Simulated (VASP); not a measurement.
Set up this calculation in VASP 6.6.1, as the native input.

```yaml
Task: single point
Functional: r2SCAN
Potentials_or_basis: VASP PAW PBE potentials, release 64 (Sr_sv, Cl)
Cutoff: 520 eV
k_mesh: 6 × 6 × 6
Occupations: gaussian, width 0.01 eV
Spin: no spin polarisation
Dipole_correction: no
Further_INCAR_settings: ALGO = Normal; EDIFF = 1e-06; NBANDS = 19
```

Crystal: SrCl2.

```xyz
3
Lattice="2.5051 1.4463 4.0153 -2.5051 1.4463 4.0153 0.0000 -2.8927 4.0153" Properties=species:S:1:pos:R:3 pbc="T T T"
Sr    0.0000    0.0000    0.0000
Cl    0.0000    0.0000    3.0239
Cl    0.0000    0.0000    9.0221
```

This cell differs from its parent crystal: biaxial xy strain +2.0%.

One way to write it, as run:

POSCAR

```
SrCl2
1.0
    2.5051188968      1.4463310694      4.0153159317
   -2.5051188968      1.4463310694      4.0153159317
    0.0000000000     -2.8926621389      4.0153159316
Sr Cl
1 2
Direct
    0.0000000000      0.0000000000      0.0000000000
    0.2510276427      0.2510276427      0.2510276427
    0.7489723573      0.7489723573      0.7489723573
```

INCAR.step1

```
SYSTEM = SrCl2
  PREC = Accurate
  ENCUT = 520
  ISMEAR = 0
  SIGMA = 0.01
  LREAL = .False.
  LASPH = .True.
  NELM = 60
  NBANDS = 19
  GGA = PE
  ALGO = Normal
  EDIFF = 1E-4
  LWAVE = .True.
  LCHARG = .False.
```

INCAR.step2

```
SYSTEM = SrCl2
  PREC = Accurate
  ENCUT = 520
  EDIFF = 1E-6
  ISMEAR = 0
  SIGMA = 0.01
  LREAL = .False.
  LASPH = .True.
  NELM = 60
  ALGO = Normal
  ISIF = 2
  LWAVE = .False.
  LCHARG = .True.
  METAGGA = R2SCAN
  LMIXTAU = .True.
  LELF = .True.
  LVHAR = .True.
  NBANDS = 19
  ISTART = 1
```

KPOINTS

```
Automatic mesh
0
Gamma
  6 6 6
  0 0 0
```

Potentials or basis: VASP PAW PBE potentials, release 64 (Sr_sv, Cl).

Launch:

```sh
$ cat potpaw_PBE.64/Sr_sv/POTCAR potpaw_PBE.64/Cl/POTCAR > POTCAR
$ cp INCAR.step1 INCAR
$ mpirun -np 1 vasp_std > vasp.out
$ cp INCAR.step2 INCAR
$ mpirun -np 1 vasp_std > vasp.out
```

Results of the run:

The pressure is -0.7 GPa. The band gap on the k mesh is 5.86 eV (least direct gap 6.00 eV).

Caveat: the cell differs from its parent crystal (biaxial xy strain +2.0%); the PAW data sets were made with another functional, which shifts forces and pressure a little.

Run time: 3.1 min on 1 thread of Intel(R) Xeon(R) Platinum 8259CL CPU @ 2.50GHz (Skylake/Cascade Lake), on a shared host, peak memory 0.28 GiB.
